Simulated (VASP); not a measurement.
Ni:

```xyz
2
Lattice="2.4918 0.0000 0.0000 -1.2459 2.1579 0.0000 0.0000 0.0000 4.0690" Properties=species:S:1:pos:R:3 pbc="T T T"
Ni    0.0000    1.4386    1.0173
Ni    1.2459    0.7193    3.0518
```

| Item | Value |
| --- | --- |
| Program | VASP 6.6.1 |
| Task | relaxation of cell and atoms |
| Functional | revPBE |
| Potentials or basis | VASP PAW PBE potentials, release 64 (Ni) |
| Cutoff | 600 eV |
| k mesh | 14 × 14 × 8 |
| Occupations | fermi-dirac, width 0.05 eV |
| Spin | collinear spin, ferromagnetic start |
| Starting moments | [0.8, 0.8] μB |

At the start: pressure 3.8 GPa; volume 10.94 Å³/atom.

Question: Where does the relaxation end?

Answer: Over 6 steps the energy falls by 2.7 meV/atom and the volume is 11.16 Å³/atom (+2.0 %); space group P6_3/mmc (No. 194, to 0.05 Å); moment 1.32 μB per cell.

The path:
```
step  energy change (eV)  largest force (eV/Å)  pressure (GPa)  volume (Å³)
   1              0.0000                0.0000            3.77        21.88
   2             -0.0022                0.0000           -2.80        22.70
   3             -0.0054                0.0000           -0.05        22.34
   4             -0.0054                0.0000            0.03        22.33
   5             -0.0054                0.0000            0.02        22.33
   6             -0.0054                0.0000            0.03        22.33
```

Final structure:
```xyz
2
Lattice="2.5054 0.0000 0.0000 -1.2527 2.1697 0.0000 0.0000 0.0000 4.1071" Properties=species:S:1:pos:R:3 pbc="T T T"
Ni    0.0000    1.4465    1.0268
Ni    1.2527    0.7232    3.0803
```

Caveat: the PAW data sets were made with another functional, which shifts forces and pressure a little.
